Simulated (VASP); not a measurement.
## HgPd: relaxation of cell and atoms with LDA

HgPd:

```xyz
2
Lattice="3.0260 0.0000 0.0000 0.0000 3.0260 0.0000 0.0000 0.0000 3.7020" Properties=species:S:1:pos:R:3 pbc="T T T"
Hg    0.0000    0.0000    0.0000
Pd    1.5130    1.5130    1.8510
```

```yaml
Program: VASP 6.6.1
Task: relaxation of cell and atoms
Functional: LDA
Potentials_or_basis: VASP PAW LDA potentials, release 64 (Hg, Pd)
Cutoff: 600 eV
k_mesh: 14 × 14 × 12
Occupations: fermi-dirac, width 0.05 eV
Spin: no spin polarisation
Dipole_correction: no
Further_INCAR_settings: ALGO = Normal; EDIFF = 1e-06; IBRION = 2; EDIFFG = -0.002; NSW = 100; ISIF = 3
```

The relaxed volume is 16.62 Å³/atom, the relaxed cell is a = 2.989 Å, b = 2.989 Å, c = 3.720 Å, α = 90.00°, β = 90.00°, γ = 90.00° and the space group after relaxing (to 0.1 Å) is P4/mmm (No. 123). The energy gained by relaxing is 3.7 meV/atom. The ionic steps are 13, the pressure after relaxing is 0.0 GPa and the band gap on the k mesh is zero (bands 11 and 12 overlap by 4.01 eV).

Step by step:
```csv
step,energy change (eV),largest force (eV/Å),pressure (GPa),volume (Å³)
1,0.0000,0.0000,-3.09,33.90
2,0.0069,0.0000,4.97,32.32
3,-0.0067,0.0000,0.02,33.23
4,-0.0067,0.0000,0.06,33.22
5,-0.0069,0.0000,0.06,33.22
6,-0.0073,0.0000,0.06,33.22
7,-0.0069,0.0000,0.10,33.21
8,-0.0074,0.0000,0.09,33.22
9,-0.0074,0.0000,0.06,33.22
10,-0.0074,0.0000,0.07,33.22
11,-0.0074,0.0000,0.07,33.22
12,-0.0074,0.0000,-0.23,33.28
13,-0.0074,0.0000,0.00,33.23
```

Final structure:
```
CELL_PARAMETERS angstrom
2.98886 0.00000 0.00000
0.00000 2.98886 0.00000
0.00000 0.00000 3.71983
ATOMIC_POSITIONS crystal
Hg 0.00000 0.00000 0.00000
Pd 0.50000 0.50000 0.50000
```

Levels at points of the mesh, in eV from the Fermi level:
| k point | band 7 | band 8 | band 9 | band 10 | band 11 | band 12 | band 13 | band 14 | band 15 |
| --- | --- | --- | --- | --- | --- | --- | --- | --- | --- |
| (0.00, 0.00, 0.00) | -3.50 | -2.81 | -1.52 | -1.52 | -1.36 | 2.36 | 8.34 | 8.40 | 8.40 |
| (0.50, 0.00, 0.00) | -3.66 | -3.58 | -3.57 | -2.49 | -2.00 | 0.30 | 9.83 | 10.17 | 11.03 |
| (0.50, 0.50, 0.00) | -1.74 | -1.68 | -1.68 | -0.78 | -0.08 | -0.08 | 3.41 | 6.62 | 10.18 |
| (0.00, 0.00, 0.50) | -5.66 | -3.95 | -2.42 | -2.42 | -2.02 | -1.53 | 13.09 | 13.09 | 14.49 |
| (0.50, 0.00, 0.50) | -3.14 | -1.72 | -1.65 | -1.51 | -1.37 | -0.93 | 2.04 | 4.56 | 13.83 |
| (0.50, 0.50, 0.50) | -4.20 | -4.20 | -1.75 | -0.77 | 1.72 | 5.48 | 5.48 | 6.50 | 6.50 |

Run time: 18 min on 1 thread of AMD EPYC 7571 (shared host), peak memory 0.26 GiB.

Caveat: spin-orbit coupling is left out, which moves the levels of the heavy elements. Zero-point motion and thermal expansion aren't in these numbers.
